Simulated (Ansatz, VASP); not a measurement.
**One calculation of BaTiO3, two programs**

```
Ba Ti O
1.0
     3.98410    0.00000    0.00000
     0.00000    2.83705    2.84580
     0.00000   -2.83705    2.84580
Ba Ti O
1 1 3
Direct
  0.00000 0.00671 0.00671
  0.50000 0.52029 0.52029
  0.00000 0.49180 0.49180
  0.50000 0.49323 0.98419
  0.50000 0.98419 0.49323
```

Alike in both runs: task electric field gradients; functional r2SCAN; k mesh 8 × 8 × 8; occupations fermi-dirac, width 0.02 eV; no spin polarisation.

```csv
,VASP,Ansatz
version,VASP 6.6.1,Ansatz 0.2.0
potentials or method,"VASP PAW PBE potentials, release 64 (Ba_sv, Ti_sv, O)","plane-wave PAW, scalar-relativistic"
plane-wave cutoff (eV),520,500
valence electrons in the cell,40,40
```

Ansatz gave:

```
gap on the k mesh at the Fermi level (eV)                     : 2.54
pressure (GPa)                                                : 0.8
traceless stress, the component that is largest in VASP (GPa) : -0.78
rms of the force components (eV/Å)                            : 0.032
size of Vzz on the site where it differs most (V/Å²)          : 23.3
```

Which values does VASP return?

gap on the k mesh at the Fermi level (eV): 2.52; pressure (GPa): 2.8; traceless stress, the component that is largest in VASP (GPa): -0.87; rms of the force components (eV/Å): 0.041; size of Vzz on the site where it differs most (V/Å²): 22.8.

VASP's potentials were made for PBE, not for r2SCAN. Atom by atom the forces differ by 0.056 eV/Å (rms over components).

Neither program's run includes spin-orbit coupling.
